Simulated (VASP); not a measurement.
## BAs: relaxation of the atoms with PBE

BAs:

```
CELL_PARAMETERS angstrom
0.00000 2.37247 2.37247
2.37247 0.00000 2.37247
2.37247 2.37247 0.00000
ATOMIC_POSITIONS crystal
B 0.00000 0.00000 0.00000
As 0.25000 0.25000 0.25000
```

```json
{
 "Program": "VASP 6.6.1",
 "Task": "relaxation of the atoms",
 "Functional": "PBE",
 "Potentials or basis": "VASP PAW PBE potentials, release 64 (B, As)",
 "Cutoff": "520 eV",
 "k mesh": "16 × 16 × 16",
 "Occupations": "fermi-dirac, width 0.02 eV",
 "Spin": "no spin polarisation",
 "Dipole correction": "no",
 "Further INCAR settings": "ALGO = Normal; EDIFF = 1e-06; IBRION = 2; EDIFFG = -0.02; NSW = 80"
}
```

The pressure after relaxing is 6.5 GPa and the band gap on the k mesh is 1.17 eV (least direct gap 3.30 eV).

Final structure:
```yaml
crystal:
  lattice:
    - [0.00000, 2.37247, 2.37247]
    - [2.37247, 0.00000, 2.37247]
    - [2.37247, 2.37247, 0.00000]
  atoms:
    - { symbol: B, position: [0.00000, 0.00000, 0.00000] }
    - { symbol: As, position: [0.25000, 0.25000, 0.25000] }
```

Levels at points of the mesh, in eV from the valence-band top:
```tsv
k point	band 2	band 3	band 4	band 5	band 6	band 7
(0.00, 0.00, 0.00)	0.00	0.00	0.00	3.30	3.30	3.30
(0.50, 0.00, 0.00)	-8.94	-1.86	-1.86	2.81	4.80	4.80
(0.50, 0.50, 0.00)	-8.64	-4.17	-4.17	1.40	1.42	11.56
```

Wall time 13 s on 1 thread of Intel(R) Xeon(R) 6975P-C (Granite Rapids) (shared host), peak memory 0.18 GiB.

Caveat: the relaxation stopped at its first step, so nothing moved. A k mesh can miss the band edges.
